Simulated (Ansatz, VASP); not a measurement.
# Two plane-wave programs on Pt2Se

File INCAR:

```
PREC = Accurate ; ENCUT = 600
EDIFF = 1E-7 ; ISMEAR = 0
SIGMA = 0.1 ; LREAL = F
LASPH = T ; NELM = 80
ALGO = Normal ; ISIF = 3
LWAVE = F ; LCHARG = F
GGA = PE ; IBRION = 2
NSW = 90 ; EDIFFG = -0.04
```

File KPOINTS:

```
regular mesh
0
Gamma
  4 4 4
```

The input POSCAR:

```
Pt2Se
1.0
    3.8093035261      0.0000000000      0.0000000000
    0.0000000000      3.8093035261      0.0000000000
    0.0000000000      0.0000000000      7.2751673130
Pt Se
4 2
Direct
    0.0000000000      0.0000000000      0.0000000000
    0.5000000000      0.5000000000      0.0000000000
    0.5000000000      0.0000000000      0.7146009195
    0.0000000000      0.5000000000      0.2853990805
    0.5000000000      0.0000000000      0.3705178557
    0.0000000000      0.5000000000      0.6294821443
```

Input for Ansatz:

```yaml
crystal:
  lattice:
    - [3.8093035261, 0.0, 0.0]
    - [0.0, 3.8093035261, 0.0]
    - [0.0, 0.0, 7.275167313]
  atoms:
    - { symbol: Pt, position: [0.0, 0.0, 0.0] }
    - { symbol: Pt, position: [0.5, 0.5, 0.0] }
    - { symbol: Pt, position: [0.5, 0.0, 0.7146009195] }
    - { symbol: Pt, position: [0.0, 0.5, 0.2853990805] }
    - { symbol: Se, position: [0.5, 0.0, 0.3705178557] }
    - { symbol: Se, position: [0.0, 0.5, 0.6294821443] }
basis:
  ecutwfc: 420
kpoints:
  mp_grid: { grid: [4, 4, 4] }
hamiltonian:
  xc: pbe
scf:
  occupations: { method: gaussian, width: 0.1 }
  lower_state_search: "off"
output:
  forces: true
  stress: true
  eigenvalues: true
relax:
  adjacent_minimum: "off"
  f_tol: 0.04
  max_steps: 70
  cell: { stress_tol: 0.4 }
```

Alike in both runs: task relaxation of cell and atoms; functional PBE; k mesh 4 × 4 × 4; occupations gaussian, width 0.1 eV; no spin polarisation.

```csv
,VASP,Ansatz
version,VASP 6.6.1,Ansatz 0.2.0
potentials or method,"VASP PAW PBE potentials, release 64 (Pt, Se), cutoff 600 eV","scalar-relativistic, plane waves, PAW"
valence electrons in the cell,52,104
```

VASP gave:

* gap on the k mesh at the Fermi level, each at its own relaxed structure (eV): none
* relaxed volume (Å³/atom): 17.58
* relaxed cell length with the largest relative difference (Å): 3.811

What did Ansatz give for the same quantities?

gap on the k mesh at the Fermi level, each at its own relaxed structure (eV): none; relaxed volume (Å³/atom): 17.61; relaxed cell length with the largest relative difference (Å): 3.814.

A gap of «none» marks a metal or a gap that the smearing closes. VASP's potentials hold 52 valence electrons a cell and Ansatz's 104, so a difference there can come from the potentials and not from the codes.

The k mesh is coarse, so the values compare programs but aren't converged. Neither program's run includes spin-orbit coupling.
